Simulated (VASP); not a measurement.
Input of a VASP 6.6.1 run:

File INCAR:

```
PREC = Accurate
ENCUT = 520
EDIFF = 1E-7
ISMEAR = 0
SIGMA = 0.1
LREAL = False
LASPH = True
NELM = 60
ALGO = Normal
ISIF = 2
LWAVE = False
LCHARG = False
GGA = PE
NBANDS = 14
```

KPOINTS

```
Automatic mesh
0
Gamma
  15 15 8
```

File POSCAR:

```
Re
1.0
    2.7653363785      0.0000000000      0.0000000000
   -1.3826681893      2.3948515538      0.0000000000
    0.0000000000      0.0000000000      4.4735766300
Re
2
Direct
    0.3333333300      0.6666666700      0.2500000000
    0.6666666700      0.3333333300      0.7600590654
```

Potentials or basis: VASP PAW PBE potentials, release 64 (Re).

The run is started by

```bash
$ cat potpaw_PBE.64/Re/POTCAR > POTCAR
$ mpirun -np 1 vasp_std > vasp.out
```

(1) Predict the largest force.

(2) What does it give for the band gap on the k mesh?

(3) Predict the pressure.

Answers

(1) 0.145 eV/Å.

(2) zero (band 7 reaches 9.32 eV, above the bottom of band 8 at 6.13 eV).

(3) 3.3 GPa.

Caveat: the cell differs from its parent crystal (one atom moved); spin-orbit coupling is left out, which moves the levels of the heavy elements.
